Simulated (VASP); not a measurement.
Write the native input for VASP 6.6.1 that does the following.

| Quantity | Value |
| --- | --- |
| Task | single point |
| Functional | LDA |
| Potentials or basis | VASP PAW LDA potentials, release 64 (I) |
| Cutoff | 500 eV |
| k mesh | 10 × 10 × 10 |
| Occupations | fermi-dirac, width 0.1 eV |
| Spin | no spin polarisation |
| Dipole correction | no |
| Further INCAR settings | ALGO = Normal; EDIFF = 1e-06; NBANDS = 10 |

The structure of I lies in POSCAR:

```
I
1.0
   -2.1303535408      2.1303535408      2.1303535408
    2.1303535408     -2.1303535408      2.1303535408
    2.1303535408      2.1303535408     -2.1303535408
I
1
Direct
    0.0000000000      0.0000000000      0.0000000000
```

The input as run:

INCAR

```
PREC = Accurate
ENCUT = 500
EDIFF = 1E-6
ISMEAR = -1
SIGMA = 0.1
LREAL = False
LASPH = True
NELM = 120
ALGO = Normal
ISIF = 2
LWAVE = False
LCHARG = False
GGA = CA
NBANDS = 10
GGA_COMPAT = False
```

KPOINTS

```
regular mesh
0
Gamma
  10 10 10
```

Potentials or basis: VASP PAW LDA potentials, release 64 (I).

Command:

```bash
$ cat potpaw_LDA.64/I/POTCAR > POTCAR
$ mpirun -np 1 vasp_std > vasp.out
```

It gave:

```yaml
Pressure: -4.2 GPa
```

Caveat: an odd number of electrons without spin polarisation forces a metal; a magnetic or distorted state may lie lower.

Wall time 7.7 s on 1 thread of Intel(R) Xeon(R) Platinum 8488C (Sapphire Rapids), with other jobs on the host, peak memory 0.14 GiB.
